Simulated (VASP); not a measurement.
# NaI (Fm-3m) in VASP: further runs

Runs on NaI. Level: PBE. Tasks: single point.

Everything below comes from runs of VASP 6.6.1. Logs are shortened: lines on timing, memory, paths and dates and some standing lists are left out, and cuts for length are marked.

### Step 1. The cell of the first run

It takes space group Fm-3m (No. 225, cubic). The conventional cell has a = 6.459 Å, b = 6.459 Å, c = 6.459 Å, α = 90.00°, β = 90.00°, γ = 90.00°. Na (site symmetry m-3m) has 6 I at 3.23 Å within 4.2 Å. Within 4.2 Å of I (site symmetry m-3m) lie 6 Na at 3.23 Å.

### Step 2. Single point, PBE

INCAR reads:

```
SYSTEM = NaI
  PREC = Accurate
  ENCUT = 520
  EDIFF = 1E-7
  ISMEAR = 0
  SIGMA = 0.01
  LREAL = .FALSE.
  LASPH = .TRUE.
  NELM = 80
  ALGO = Normal
  ISIF = 2
  LWAVE = .FALSE.
  LCHARG = .FALSE.
  GGA = PE
  NBANDS = 14
```

KPOINTS reads:

```
regular mesh
0
G
  6 6 6
  0 0 0
```

POSCAR reads:

```
NaI
1.0
    0.0000000000      3.2296804382      3.2296804382
    3.2296804382      0.0000000000      3.2296804382
    3.2296804382      3.2296804382      0.0000000000
Na I
1 1
Direct
    0.0000000000      0.0000000000      0.0000000000
    0.5000000000      0.5000000000      0.5000000000
```

Potentials or basis: VASP PAW PBE potentials, release 64 (Na_pv, I).

Started as:

```sh
> cat potpaw_PBE.64/Na_pv/POTCAR potpaw_PBE.64/I/POTCAR > POTCAR
> mpirun -np 1 vasp_std > vasp.out
```

OUTCAR:

```text
SYSTEM = NaI
   PREC = Accurate
   ENCUT = 520
   EDIFF = 1E-7
   ISMEAR = 0
   LREAL = .FALSE.
   LASPH = .TRUE.
   NELM = 80
   ISIF = 2
   GGA = PE

 ion  position               nearest neighbor table
   1  0.000  0.000  0.000-
   2  0.500  0.500  0.500-

  LATTYP: Found a face centered cubic cell.
 ALAT       =     6.4593608764

  Lattice vectors:

 A1 = (   0.0000000000,   3.2296804382,   3.2296804382)
 A2 = (   3.2296804382,   0.0000000000,   3.2296804382)
 A3 = (   3.2296804382,   3.2296804382,   0.0000000000)

Analysis of symmetry for initial positions (statically):
=====================================================================
 Subroutine PRICEL returns:
 Original cell was already a primitive cell.

 Routine SETGRP: Setting up the symmetry group for a
 face centered cubic supercell.

 Subroutine GETGRP returns: Found 48 space group operations
 (whereof 48 operations were pure point group operations)
 out of a pool of 48 trial point group operations.

The static configuration has the point symmetry O_h .

Analysis of symmetry for dynamics (positions and initial velocities):
=====================================================================
 Subroutine PRICEL returns:
 Original cell was already a primitive cell.

 Routine SETGRP: Setting up the symmetry group for a
 face centered cubic supercell.

 Subroutine GETGRP returns: Found 48 space group operations
 (whereof 48 operations were pure point group operations)
 out of a pool of 48 trial point group operations.

The dynamic configuration has the point symmetry O_h .

 Subroutine INISYM returns: Found 48 space group operations
 (whereof 48 operations are pure point group operations),
 and found     1 'primitive' translations

----------------------------------------------------------------------------------------

                                     Primitive cell

  volume of cell :      67.3765

  direct lattice vectors                    reciprocal lattice vectors
     0.000000000  3.229680438  3.229680438    -0.154814078  0.154814078  0.154814078
     3.229680438  0.000000000  3.229680438     0.154814078 -0.154814078  0.154814078
     3.229680438  3.229680438  0.000000000     0.154814078  0.154814078 -0.154814078

  length of vectors
     4.567457878  4.567457878  4.567457878     0.268145849  0.268145849  0.268145849

  position of ions in fractional coordinates (direct lattice)
     0.000000000  0.000000000  0.000000000
     0.500000000  0.500000000  0.500000000

  ion indices of the primitive-cell ions
   primitive index   ion index
                 1           1
                 2           2

----------------------------------------------------------------------------------------

 KPOINTS: regular mesh

Automatic generation of k-mesh.
 Grid dimensions read from file:
 generate k-points for:    6    6    6

 Generating k-lattice:

  Cartesian coordinates                     Fractional coordinates (reciprocal lattice)
    -0.025802346  0.025802346  0.025802346     0.166666667  0.000000000  0.000000000
     0.025802346 -0.025802346  0.025802346     0.000000000  0.166666667  0.000000000
     0.025802346  0.025802346 -0.025802346     0.000000000  0.000000000  0.166666667

  Length of vectors
     0.044690975  0.044690975  0.044690975

  Shift w.r.t. Gamma in fractional coordinates (k-lattice)
     0.000000000  0.000000000  0.000000000

 Subroutine IBZKPT returns following result:
 ===========================================

 Found     16 irreducible k-points:

 Following reciprocal coordinates:
            Coordinates               Weight
  0.000000  0.000000  0.000000      1.000000
  0.166667  0.000000  0.000000      8.000000
  0.333333  0.000000  0.000000      8.000000
  0.500000  0.000000  0.000000      4.000000
  0.166667  0.166667  0.000000      6.000000
  0.333333  0.166667  0.000000     24.000000
[... 8 lines left out ...]
 -0.333333  0.333333  0.166667     24.000000
 -0.333333  0.500000  0.166667     12.000000
   k-points           NKPTS =     16   k-points in BZ     NKDIM =     16   number of bands    NBANDS=     14
   number of dos      NEDOS =    301   number of ions     NIONS =      2
   total plane-waves  NPLWV =  46656
   dimension x,y,z NGX =    36 NGY =   36 NGZ =   36
   dimension x,y,z NGXF=    72 NGYF=   72 NGZF=   72
   ions per type =               1   1
   NGX,Y,Z   is equivalent  to a cutoff of  13.10, 13.10, 13.10 a.u.
   NGXF,Y,Z  is equivalent  to a cutoff of  26.21, 26.21, 26.21 a.u.
 SYSTEM =  NaI
   PREC   = accura    normal or accurate (medium, high low for compatibility)
   ISTART =      0    job   : 0-new  1-cont  2-samecut
   ICHARG =      2    charge: 1-file 2-atom 10-const
   ISPIN  =      1    spin polarized calculation?
   LNONCOLLINEAR =      F non collinear calculations
   LSORBIT =      F    spin-orbit coupling
   LASPH  =      T    aspherical Exc in radial PAW
   ENCUT  =  520.0 eV  38.22 Ry    6.18 a.u.   8.49  8.49  8.49*2*pi/ulx,y,z
   NELM   =     80;   NELMIN=  2; NELMDL= -5     # of ELM steps
   EDIFF  = 0.1E-06   stopping-criterion for ELM
   LREAL  =      F    real-space projection
   EDIFFG = 0.1E-05   stopping-criterion for IOM
   NSW    =      0    number of steps for IOM
   IBRION =     -1    ionic relax: 0-MD 1-quasi-New 2-CG
   NFREE  =      0    steps in history (QN), initial steepest desc. (CG)
   ISIF   =      2    stress and relaxation
   ISYM   =      2    0-nonsym 1-usesym 2-fastsym
   POTIM  = 0.5000    time-step for ionic-motion
   TEBEG  =    0.0;   TEEND  =   0.0 temperature during run
   PSTRESS=    0.0 pullay stress
   NELECT =      14.0000    total number of electrons
   NUPDOWN=      -1.0000    fix difference up-down
   EMIN   =  10.00;   EMAX   =-10.00  energy-range for DOS
   EFERMI =   0.00;   METHOD = LEGACY
   ISMEAR =     0;   SIGMA  =   0.01  broadening in eV -4-tet -1-fermi 0-gaus
   EFERMI_NEDOS =   21; number of points for ismear=-14 and -15
   IALGO  =     38    algorithm
   IMIX   =      4    mixing-type and parameters
     AMIX     =   0.40;   BMIX     =  1.00
     AMIX_MAG =   1.60;   BMIX_MAG =  1.00
  volume/ion in A,a.u.               =      33.69       227.34
  Fermi-wavevector in a.u.,A,eV,Ry     =   0.969649  1.832371 12.792463  0.940219
  Thomas-Fermi vector in A             =   2.099719
   LORBIT       =      0    0 simple, 1 ext, 2 COOP (PROOUT), +10 PAW based schemes
   GGA     = PE    functional components
   LHFCALC =     F    Hartree Fock is set to
   AEXX    =    0.0000 exact exchange contribution
   IVDW    =     0    specifies the selected vdW correction
   LEPSILON=     F    determine dielectric tensor
   LRPA    =     F    only Hartree local field effects (RPA)
 non-spin polarized calculation
 Gauss-broadening in eV      SIGMA  =   0.01
  energy-cutoff  :      520.00
  volume of cell :       67.38
 maximum number of plane-waves:      1837
 NGX is ok and might be reduce to    36
   NGX = 17   NGY = 17   NGZ = 17

 number of electron      13.9999994 magnetization

 Free energy of the ion-electron system (eV)
  ---------------------------------------------------
  ext. energy  EPLUGINS =         0.00000000
  ---------------------------------------------------
  free energy    TOTEN  =        -5.38362720 eV

  energy without entropy =       -5.38362720  energy(sigma->0) =       -5.38362720

 E-fermi :   0.9554     XC(G=0):  -7.7297

 val. band max:        0.8503305387   @ k =   0.0000   0.0000   0.0000
 cond. band min:       4.5076112854   @ k =   0.0000   0.0000   0.0000
 fundamental gap:      3.6572807467
 Fermi energy:         0.9553525615

 k-point     1 :       0.0000    0.0000    0.0000
  band No.  band energies     occupation
      1     -21.5816      2.00000
      2     -21.5816      2.00000
      3     -21.5816      2.00000
      4     -10.1832      2.00000
      5       0.8503      2.00000
      6       0.8503      2.00000
      7       0.8503      2.00000
      8       4.5076      0.00000
      9       8.7799      0.00000
     10       8.7799      0.00000
     11       8.7799      0.00000
     12      10.6083      0.00000
     13      10.6083      0.00000
     14      11.2903      0.00000

 k-point     2 :       0.1667    0.0000    0.0000
  band No.  band energies     occupation
      1     -21.5830      2.00000
      2     -21.5817      2.00000
      3     -21.5817      2.00000
      4     -10.1079      2.00000
      5       0.1097      2.00000
      6       0.7741      2.00000
      7       0.7741      2.00000
      8       5.3222      0.00000
      9       8.3001      0.00000
     10       8.9718      0.00000
     11       8.9718      0.00000
     12      10.1003      0.00000
     13      10.1003      0.00000
     14      11.6811      0.00000

 k-point     3 :       0.3333    0.0000    0.0000
  band No.  band energies     occupation
      1     -21.5857      2.00000
      2     -21.5819      2.00000
      3     -21.5819      2.00000
      4      -9.9483      2.00000
      5      -0.9292      2.00000
      6       0.6319      2.00000
      7       0.6319      2.00000
      8       5.9603      0.00000
      9       8.5560      0.00000
     10       8.5560      0.00000
     11       8.8747      0.00000
     12      11.0093      0.00000
     13      11.1438      0.00000
     14      11.1438      0.00000
[... 188 lines left out ...]
 k-point    15 :      -0.3333    0.3333    0.1667
  band No.  band energies     occupation
      1     -21.5855      2.00000
      2     -21.5839      2.00000
      3     -21.5828      2.00000
      4      -9.7986      2.00000
      5      -0.8847      2.00000
      6      -0.3333      2.00000
      7       0.1971      2.00000
      8       6.8799      0.00000
      9       7.5029      0.00000
     10       8.7368      0.00000
     11       9.3692      0.00000
     12      11.3006      0.00000
     13      12.6409      0.00000
     14      13.8065      0.00000

 k-point    16 :      -0.3333    0.5000    0.1667
  band No.  band energies     occupation
      1     -21.5851      2.00000
      2     -21.5839      2.00000
      3     -21.5835      2.00000
      4      -9.7785      2.00000
      5      -0.8357      2.00000
      6      -0.2658      2.00000
      7      -0.0470      2.00000
      8       6.2160      0.00000
      9       7.3478      0.00000
     10       9.4343      0.00000
     11       9.4932      0.00000
     12      12.4967      0.00000
     13      13.3364      0.00000
     14      13.5135      0.00000

------------------------ aborting loop because EDIFF is reached ----------------------------------------

  FORCE on cell =-STRESS in cart. coord.  units (eV):
  Direction    XX          YY          ZZ          XY          YZ          ZX
  --------------------------------------------------------------------------------------
  -------------------------------------------------------------------------------------
  Total        0.2265750      0.2265750      0.2265750      0.0000000      0.0000000     -0.0000000
  in kB        5.3878294      5.3878294      5.3878294      0.0000000      0.0000000     -0.0000000
  external PRESSURE =       5.3878294 kB  Pullay stress =       0.0000000 kB

 VOLUME and BASIS-vectors are now :
 -----------------------------------------------------------------------------
  energy-cutoff  :      520.00
  volume of cell :       67.38
      direct lattice vectors                 reciprocal lattice vectors
     0.000000000  3.229680438  3.229680438    -0.154814078  0.154814078  0.154814078
     3.229680438  0.000000000  3.229680438     0.154814078 -0.154814078  0.154814078
     3.229680438  3.229680438  0.000000000     0.154814078  0.154814078 -0.154814078

 POSITION                                       TOTAL-FORCE (eV/Angst)
 -----------------------------------------------------------------------------------
      0.00000      0.00000      0.00000        -0.000000     -0.000000      0.000000
      3.22968      3.22968      3.22968         0.000000      0.000000     -0.000000
 -----------------------------------------------------------------------------------
    total drift:                                0.000000      0.000000      0.000000

  FREE ENERGIE OF THE ION-ELECTRON SYSTEM (eV)
  ---------------------------------------------------
  free  energy   TOTEN  =        -5.3836272008 eV

  energy  without entropy=       -5.3836272008  energy(sigma->0) =       -5.38362720
```

It took 16 s on 1 thread of Intel Xeon 6975P-C, shared host; peak memory 0.2 GiB.

What came out:

* Free energy: -5.3836 eV
* Pressure: 0.5 GPa
* Band gap on the k mesh: 3.66 eV, direct

Levels at points of the mesh, in eV from the valence-band top:
```csv
k point,band 3,band 4,band 5,band 6,band 7,band 8,band 9,band 10,band 11,band 12
"(0.00, 0.00, 0.00)",-22.43,-11.03,0.00,0.00,0.00,3.66,7.93,7.93,7.93,9.76
"(0.50, 0.00, 0.00)",-22.43,-10.71,-2.20,-0.29,-0.29,5.09,7.45,7.45,8.78,10.32
"(0.50, 0.50, 0.00)",-22.43,-10.64,-1.92,-0.75,-0.75,4.50,5.54,9.91,11.34,11.34
```

Caveat: spin-orbit coupling is left out, which moves the levels of the heavy elements. As with any semilocal functional, this PBE gap is likely too small.

### Step 3. Single point, PBE

INCAR reads:

```
ALGO = Normal ; EDIFF = 1E-7
ENCUT = 520 ; GGA = PE
ISIF = 2 ; ISMEAR = 0
LASPH = True ; LCHARG = False
LREAL = False ; LWAVE = False
NBANDS = 14 ; NELM = 80
PREC = Accurate ; SIGMA = 0.01
```

KPOINTS reads:

```
k-points
0
Gamma
  6 6 6
```

POSCAR is that of step 2.

Potentials or basis: VASP PAW PBE potentials, release 64 (Na_pv, I).

Started as:

```sh
> cat potpaw_PBE.64/Na_pv/POTCAR potpaw_PBE.64/I/POTCAR > POTCAR
> mpirun -np 1 vasp_std > vasp.out
```

Wall time 16 s (1 thread of Intel Xeon 6975P-C, shared host); peak memory 0.2 GiB.

The run converged. Its results:

```yaml
Free_energy: -5.3836 eV
Pressure: 0.5 GPa
Band_gap_on_the_k_mesh: 3.66 eV, direct
```

Levels at points of the mesh, in eV from the valence-band top:
```
           k point  band 5  band 6  band 7  band 8  band 9  band 10
(0.00, 0.00, 0.00)    0.00    0.00    0.00    3.66    7.93     7.93
(0.50, 0.00, 0.00)   -2.20   -0.29   -0.29    5.09    7.45     7.45
(0.50, 0.50, 0.00)   -1.92   -0.75   -0.75    4.50    5.54     9.91
```

Caveat: spin-orbit coupling is left out, which moves the levels of the heavy elements.
